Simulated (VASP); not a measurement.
# SiO2 (P4_2/mnm) in VASP: a series of runs, part 2 of 2

VASP 6.6.1.

### 4 Single point, LDA

This run uses another cell than the first one, of 7.36 Å³/atom.

Contents of INCAR:

```
SYSTEM = SiO2
ALGO = Normal
EDIFF = 1E-6
ENCUT = 520
ISIF = 2
ISMEAR = 0
LASPH = .TRUE.
LCHARG = .TRUE.
LELF = .TRUE.
LREAL = .FALSE.
LVHAR = .TRUE.
LWAVE = .FALSE.
NBANDS = 25
NELM = 80
PREC = Accurate
SIGMA = 0.05
```

Contents of KPOINTS:

```
k-points
0
G
  6 6 8
  0 0 0
```

Contents of POSCAR:

```
SiO2
1.0
    4.2299000000      0.0000000000      0.0000000000
    0.0000000000      4.2299000000      0.0000000000
    0.0000000000      0.0000000000      2.4697000000
Si O
2 4
Direct
    0.5000000000      0.5000000000      0.5000000000
    0.0000000000      0.0000000000      0.0000000000
    0.6944252994      0.6944252994      0.0000000000
    0.1944252994      0.8055747006      0.5000000000
    0.3055747006      0.3055747006      0.0000000000
    0.8055747006      0.1944252994      0.5000000000
```

Potentials or basis: VASP PAW LDA potentials, release 64 (Si, O).

Launch:

```bash
$ cat potpaw_LDA.64/Si/POTCAR potpaw_LDA.64/O/POTCAR > POTCAR
$ mpirun -np 1 vasp_std > vasp.out
```

OUTCAR:

```text
SYSTEM = SiO2
   EDIFF = 1E-6
   ENCUT = 520
   ISIF = 2
   ISMEAR = 0
   LASPH = .TRUE.
   LREAL = .FALSE.
   NELM = 80
   PREC = Accurate

 ion  position               nearest neighbor table
   1  0.500  0.500  0.500-   3 1.70   5 1.70   3 1.70   5 1.70   4 1.83   6 1.83
   2  0.000  0.000  0.000-   4 1.70   6 1.70   4 1.70   6 1.70   5 1.83   3 1.83
   3  0.694  0.694  0.000-   1 1.70   1 1.70   2 1.83
   4  0.194  0.806  0.500-   2 1.70   2 1.70   1 1.83
   5  0.306  0.306  0.000-   1 1.70   1 1.70   2 1.83
   6  0.806  0.194  0.500-   2 1.70   2 1.70   1 1.83

  LATTYP: Found a simple tetragonal cell.
 ALAT       =     4.2299000000
 C/A-ratio  =     0.5838672309

  Lattice vectors:

 A1 = (   4.2299000000,   0.0000000000,   0.0000000000)
 A2 = (   0.0000000000,   4.2299000000,   0.0000000000)
 A3 = (   0.0000000000,   0.0000000000,   2.4697000000)

Analysis of symmetry for initial positions (statically):
=====================================================================
 Subroutine PRICEL returns:
 Original cell was already a primitive cell.

 Routine SETGRP: Setting up the symmetry group for a
 simple tetragonal supercell.

 Subroutine GETGRP returns: Found 16 space group operations
 (whereof  8 operations were pure point group operations)
 out of a pool of 16 trial point group operations.

The static configuration has the point symmetry D_2h.
 The point group associated with its full space group is D_4h.

Analysis of symmetry for dynamics (positions and initial velocities):
=====================================================================
 Subroutine PRICEL returns:
 Original cell was already a primitive cell.

 Routine SETGRP: Setting up the symmetry group for a
 simple tetragonal supercell.

 Subroutine GETGRP returns: Found 16 space group operations
 (whereof  8 operations were pure point group operations)
 out of a pool of 16 trial point group operations.

The dynamic configuration has the point symmetry D_2h.
[... 131 lines left out ...]
  Thomas-Fermi vector in A             =   2.585427
   LORBIT       =      0    0 simple, 1 ext, 2 COOP (PROOUT), +10 PAW based schemes
   GGA     = CA    functional components
   LHFCALC =     F    Hartree Fock is set to
   AEXX    =    0.0000 exact exchange contribution
   IVDW    =     0    specifies the selected vdW correction
   LEPSILON=     F    determine dielectric tensor
   LRPA    =     F    only Hartree local field effects (RPA)
 non-spin polarized calculation
 Gauss-broadening in eV      SIGMA  =   0.05
  energy-cutoff  :      520.00
  volume of cell :       44.19
 maximum number of plane-waves:      1208
 NGX is ok and might be reduce to    32
   NGX = 15   NGY = 15   NGZ =  9

 number of electron      32.0000004 magnetization

 Free energy of the ion-electron system (eV)
  ---------------------------------------------------
  ext. energy  EPLUGINS =         0.00000000
  ---------------------------------------------------
  free energy    TOTEN  =       -51.35615025 eV

  energy without entropy =      -51.35615025  energy(sigma->0) =      -51.35615025

 E-fermi :   8.9294     XC(G=0): -12.9728

 val. band max:        8.6317711115   @ k =   0.0000   0.0000   0.0000
 cond. band min:      15.3199686933   @ k =   0.0000   0.0000   0.0000
 fundamental gap:      6.6881975818
 Fermi energy:         8.9294292456

 k-point     1 :       0.0000    0.0000    0.0000
  band No.  band energies     occupation
      1     -14.3381      2.00000
      2     -10.5440      2.00000
      3     -10.5440      2.00000
      4     -10.4693      2.00000
      5      -2.5441      2.00000
      6       1.4293      2.00000
[... 661 lines left out ...]
     24      22.6853      0.00000
     25      23.1912      0.00000

 [... further k-points ...]

------------------------ aborting loop because EDIFF is reached ----------------------------------------

  FORCE on cell =-STRESS in cart. coord.  units (eV):
  Direction    XX          YY          ZZ          XY          YZ          ZX
  --------------------------------------------------------------------------------------
  -------------------------------------------------------------------------------------
  Total        0.6987072      0.6987072     17.0141596      0.0000000      0.0000000      0.0000000
  in kB       25.3338603     25.3338603    616.9027150      0.0000000      0.0000000      0.0000000
  external PRESSURE =     222.5234785 kB  Pullay stress =       0.0000000 kB

 VOLUME and BASIS-vectors are now :
 -----------------------------------------------------------------------------
  energy-cutoff  :      520.00
  volume of cell :       44.19
      direct lattice vectors                 reciprocal lattice vectors
     4.229900000  0.000000000  0.000000000     0.236412208  0.000000000  0.000000000
     0.000000000  4.229900000  0.000000000     0.000000000  0.236412208  0.000000000
     0.000000000  0.000000000  2.469700000     0.000000000  0.000000000  0.404907479

 POSITION                                       TOTAL-FORCE (eV/Angst)
 -----------------------------------------------------------------------------------
      2.11495      2.11495      1.23485         0.000000      0.000000     -0.000000
      0.00000      0.00000      0.00000         0.000000      0.000000     -0.000000
      2.93735      2.93735      0.00000        -0.043202     -0.043202     -0.000000
      0.82240      3.40750      1.23485        -0.043202      0.043202     -0.000000
      1.29255      1.29255      0.00000         0.043202      0.043202      0.000000
      3.40750      0.82240      1.23485         0.043202     -0.043202     -0.000000
 -----------------------------------------------------------------------------------
    total drift:                                0.000000      0.000000     -0.000000

  FREE ENERGIE OF THE ION-ELECTRON SYSTEM (eV)
  ---------------------------------------------------
  free  energy   TOTEN  =       -51.3561502462 eV

  energy  without entropy=      -51.3561502462  energy(sigma->0) =      -51.35615025
```

Run time: 74 s. Hardware: 1 thread of AMD EPYC 7R13, shared host; peak memory 0.13 GiB.

Results:

| Property | Result |
| --- | --- |
| Free energy | -51.3562 eV |
| Pressure | 22.3 GPa |
| Largest force | 0.061 eV/Å |
| Band gap on the k mesh | 6.69 eV |

Forces in eV/Å, atoms in the order of the input:
```
Si   0.000  0.000  0.000
Si   0.000  0.000  0.000
O   -0.043 -0.043  0.000
O   -0.043  0.043  0.000
O    0.043  0.043  0.000
O    0.043 -0.043  0.000
```

Levels at points of the mesh, in eV from the valence-band top:
| k point | band 14 | band 15 | band 16 | band 17 | band 18 | band 19 |
| --- | --- | --- | --- | --- | --- | --- |
| (0.00, 0.00, 0.00) | -1.00 | -1.00 | 0.00 | 6.69 | 8.26 | 10.05 |
| (0.50, 0.00, 0.00) | -2.23 | -1.21 | -1.21 | 9.02 | 9.02 | 10.25 |
| (0.50, 0.50, 0.00) | -2.74 | -2.59 | -2.59 | 8.75 | 8.75 | 11.19 |
| (0.00, 0.00, 0.50) | -3.02 | -2.84 | -2.84 | 9.46 | 9.46 | 12.46 |
| (0.50, 0.00, 0.50) | -2.53 | -1.84 | -1.84 | 8.94 | 8.94 | 9.55 |
| (0.50, 0.50, 0.50) | -2.01 | -1.62 | -1.62 | 7.37 | 7.37 | 10.95 |

Caveat: the cell stands under pressure. A k mesh can miss the band edges.

### 5 Single point, LDA

This run uses another cell than the first one, of 7.38 Å³/atom.

Contents of INCAR:

```
SYSTEM = SiO2
ALGO     = Normal         ! electronic algorithm
EDIFF    = 1E-6           ! SCF threshold, eV
ENCUT    = 520            ! plane-wave cutoff, eV
ISIF     = 2              ! what is computed and relaxed
ISMEAR   = 0              ! smearing method
LASPH    = .TRUE.         ! aspherical terms in the spheres
LCHARG   = .FALSE.        ! write CHGCAR
LREAL    = .FALSE.        ! projectors in reciprocal space
LWAVE    = .FALSE.        ! write WAVECAR
NBANDS   = 25             ! bands
NELM     = 60             ! most SCF steps
PREC     = Accurate       ! precision mode
SIGMA    = 0.05           ! smearing width, eV
```

KPOINTS is that of step 4.

POSCAR: that of step 4 with these lines changed.

```diff
@@ -2,5 +2,5 @@
 1.0
-    4.2299000000      0.0000000000      0.0000000000
-    0.0000000000      4.2299000000      0.0000000000
-    0.0000000000      0.0000000000      2.4697000000
+    4.1302000000      0.0000000000      0.0000000000
+    0.0000000000      4.1302000000      0.0000000000
+    0.0000000000      0.0000000000      2.5974000000
 Si O
```

Launch:

```bash
$ cat potpaw_LDA.64/Si/POTCAR potpaw_LDA.64/O/POTCAR > POTCAR
$ mpirun -np 1 vasp_std > vasp.out
```

Wall time 67 s (1 thread of AMD EPYC 7R13, shared host); peak memory 0.13 GiB.

It converged, with:

- Free energy: -51.8589 eV
- Pressure: 15.4 GPa
- Largest force: 0.219 eV/Å
- Band gap on the k mesh: 6.56 eV

Forces in eV/Å, atoms in the order of the input:
```
Si   0.000  0.000  0.000
Si   0.000  0.000  0.000
O    0.155  0.155  0.000
O    0.155 -0.155  0.000
O   -0.155 -0.155  0.000
O   -0.155  0.155  0.000
```

Stress tensor (GPa, compression positive):
```
10.88  0.00  0.00
 0.00 10.88  0.00
 0.00  0.00 24.52
```

Levels at points of the mesh, in eV from the valence-band top:
```
           k point  band 14  band 15  band 16  band 17  band 18  band 19
(0.00, 0.00, 0.00)    -0.95    -0.95     0.00     6.56     6.86     8.95
(0.50, 0.00, 0.00)    -2.76    -1.15    -1.15     8.40     8.40     9.47
(0.50, 0.50, 0.00)    -2.80    -2.55    -2.55     8.01     8.01    10.49
(0.00, 0.00, 0.50)    -3.37    -2.91    -2.91     9.52     9.52    12.90
(0.50, 0.00, 0.50)    -2.48    -1.93    -1.93     9.04     9.04    10.11
(0.50, 0.50, 0.50)    -1.92    -1.69    -1.69     7.57     7.57    11.08
```

Caveat: the cell stands under pressure. A k mesh can miss the band edges.

### 6 Single point, LDA

This run uses another cell than the first one, of 7.38 Å³/atom.

Contents of INCAR:

```
ALGO = Normal
EDIFF = 1E-6
ENCUT = 520
GGA = CA
ISIF = 2
ISMEAR = 0
LASPH = True
LCHARG = False
LREAL = False
LWAVE = False
NBANDS = 25
NELM = 80
PREC = Accurate
SIGMA = 0.05
```

Contents of KPOINTS:

```
k-points
0
Gamma
  6 6 8
```

POSCAR: that of step 5 with these lines changed.

```diff
@@ -2,5 +2,5 @@
 1.0
-    4.1302000000      0.0000000000      0.0000000000
-    0.0000000000      4.1302000000      0.0000000000
-    0.0000000000      0.0000000000      2.5974000000
+    4.0305000000      0.0000000000      0.0000000000
+    0.0000000000      4.0305000000      0.0000000000
+    0.0000000000      0.0000000000      2.7252000000
 Si O
```

Potentials or basis: VASP PAW LDA potentials, release 64 (Si, O).

Launch:

```bash
$ cat potpaw_LDA.64/Si/POTCAR potpaw_LDA.64/O/POTCAR > POTCAR
$ mpirun -np 1 vasp_std > vasp.out
```

Wall time 75 s (1 thread of AMD EPYC 7R13, shared host); peak memory 0.13 GiB.

Results (log left out):

```
Free energy            : -51.7831 eV
Pressure               : 12.8 GPa
Largest force          : 0.456 eV/Å
Band gap on the k mesh : 5.80 eV
```

Forces on the atoms (eV/Å):
```
Si   0.000  0.000  0.000
Si   0.000  0.000  0.000
O    0.323  0.323  0.000
O    0.323 -0.323  0.000
O   -0.323 -0.323  0.000
O   -0.323  0.323  0.000
```

Stress tensor (GPa, compression positive):
```
20.64  0.00  0.00
 0.00 20.64  0.00
 0.00  0.00 -2.86
```

Levels at points of the mesh, in eV from the valence-band top:
```
           k point  band 12  band 13  band 14  band 15  band 16  band 17  band 18  band 19  band 20  band 21
(0.00, 0.00, 0.00)    -3.56    -2.76    -0.84    -0.84     0.00     5.80     6.27     7.92     7.92    10.97
(0.50, 0.00, 0.00)    -4.12    -3.00    -3.00    -1.06    -1.06     7.65     7.65     8.63     8.63    11.88
(0.50, 0.50, 0.00)    -3.76    -3.00    -3.00    -2.25    -2.25     7.34     7.34     9.76     9.76    14.23
(0.00, 0.00, 0.50)    -4.72    -3.57    -3.57    -2.82    -2.82     9.72     9.72    12.66    12.66    13.58
(0.50, 0.00, 0.50)    -4.25    -2.27    -2.27    -1.85    -1.85     9.27     9.27    10.84    10.84    12.28
(0.50, 0.50, 0.50)    -4.48    -1.68    -1.68    -1.61    -1.61     7.88     7.88    11.35    11.35    11.83
```

Caveat: the cell stands under pressure.

### 7 Summary

| cell | gap on the mesh (eV) | pressure (GPa) | largest force (eV/Å) |
| --- | --- | --- | --- |
| a = 4.055, b = 4.055, c = 2.661 Å, 6 atoms | 6.23 | 18.3 | 0.44 |
| a = 4.155, b = 4.155, c = 2.534 Å, 6 atoms | 6.88 | 22.8 | 0.22 |
| a = 4.230, b = 4.230, c = 2.470 Å, 6 atoms | 6.69 | 22.3 | 0.06 |
| a = 4.130, b = 4.130, c = 2.597 Å, 6 atoms | 6.56 | 15.4 | 0.22 |
| a = 4.030, b = 4.030, c = 2.725 Å, 6 atoms | 5.80 | 12.8 | 0.46 |

Alike in all rows: task single point; level LDA; potentials or basis VASP PAW LDA potentials, release 64 (Si, O); no spin polarisation; k mesh 6 × 6 × 8; cutoff (eV) 520; smearing gaussian 0.05 eV.

Caveats: the cell stands under pressure.

Absolute energies hang on the potentials; compare differences alone.
